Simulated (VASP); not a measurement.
Wanted: the native input for a VASP 6.6.1 run.

- Task: single point
- Functional: PBE
- Potentials or basis: VASP PAW PBE potentials, release 64 (Mo_sv, Ir)
- Cutoff: 520 eV
- k mesh: 4 × 4 × 4
- Occupations: gaussian, width 0.1 eV
- Spin: no spin polarisation
- Dipole correction: no
- Further INCAR settings: ALGO = Fast; EDIFF = 1e-07; NBANDS = 46

The structure of Mo2Ir lies in POSCAR:

```
Mo2Ir
1.0
    0.0000000000      3.5099463407      3.5099463407
    3.5099463407      0.0000000000      3.5099463407
    3.5099463407      3.5099463407      0.0000000000
Mo Ir
4 2
Direct
    0.6250000000      0.6250000000      0.6250000000
    0.1250000000      0.6250000000      0.6250000000
    0.6250000000      0.6250000000      0.1250000000
    0.6250000000      0.1250000000      0.6250000000
    0.0000000000      0.0000000000      0.0000000000
    0.2500000000      0.2500000000      0.2500000000
```

These files were run (other wordings do the same):

INCAR

```
SYSTEM = Mo2Ir
PREC = Accurate
ENCUT = 520
EDIFF = 1E-7
ISMEAR = 0
SIGMA = 0.1
LREAL = .False.
LASPH = .True.
NELM = 100
ALGO = Fast
ISIF = 2
LWAVE = .False.
LCHARG = .False.
GGA = PE
NBANDS = 46
```

KPOINTS

```
regular mesh
0
Gamma
  4 4 4
  0 0 0
```

Potentials or basis: VASP PAW PBE potentials, release 64 (Mo_sv, Ir).

Run with:

```sh
$ cat potpaw_PBE.64/Mo_sv/POTCAR potpaw_PBE.64/Ir/POTCAR > POTCAR
$ mpirun -np 1 vasp_std > vasp.out
```

It gave:

| Item | Value |
| --- | --- |
| Pressure | 28.0 GPa |
| Band gap on the k mesh | zero (band 37 reaches 14.40 eV, above the bottom of band 38 at 12.00 eV) |

Caveat: the k points lie up to 0.39 Å⁻¹ apart; spin-orbit coupling is left out, which moves the levels of the heavy elements.

It took 72 s on 1 thread of AMD EPYC 7R43 64-Core Processor (Zen 3) (shared host), peak memory 0.21 GiB.
